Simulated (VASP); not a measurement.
Input of a VASP 6.6.1 run:

File INCAR:

```
PREC = Accurate
ENCUT = 520
EDIFF = 1E-6
ISMEAR = -1
SIGMA = 0.05
LREAL = F
LASPH = T
NELM = 60
ALGO = Normal
ISIF = 2
LWAVE = F
LCHARG = T
GGA = PS
LELF = T
LVHAR = T
NBANDS = 28
```

The input KPOINTS:

```
Automatic mesh
0
Gamma
  7 7 7
```

Contents of POSCAR:

```
BaTiO3
1.0
    3.9498936663      0.0000000000      0.0000000000
    0.0000000000      2.8282992902      2.8387661408
    0.0000000000     -2.8282992902      2.8387661408
Ba Ti O
1 1 3
Direct
    0.0000000000      0.0070780030      0.0070780030
    0.5000000000      0.5198397662      0.5198397662
    0.5000000000      0.9848113105      0.4937263770
    0.5000000000      0.4937263770      0.9848113105
    0.0000000000      0.4914245434      0.4914245434
```

Potentials or basis: VASP PAW PBE potentials, release 64 (Ba_sv, Ti_sv, O).

Command:

```bash
$ cat potpaw_PBE.64/Ba_sv/POTCAR potpaw_PBE.64/Ti_sv/POTCAR potpaw_PBE.64/O/POTCAR > POTCAR
$ mpirun -np 1 vasp_std > vasp.out
```

Estimate the band gap on the k mesh.

2.17 eV, indirect (least direct gap 2.44 eV).

Predict the pressure.

1.9 GPa.

Estimate the largest force.

0.055 eV/Å.

Forces on the atoms (eV/Å):
```
Ba   0.000  0.000 -0.039
Ti   0.000  0.000 -0.055
O    0.000  0.020  0.038
O    0.000 -0.020  0.038
O    0.000  0.000  0.018
```

Caveat: the PAW data sets were made with another functional, which shifts forces and pressure a little; spin-orbit coupling is left out, which moves the levels of the heavy elements. A k mesh can miss the band edges.
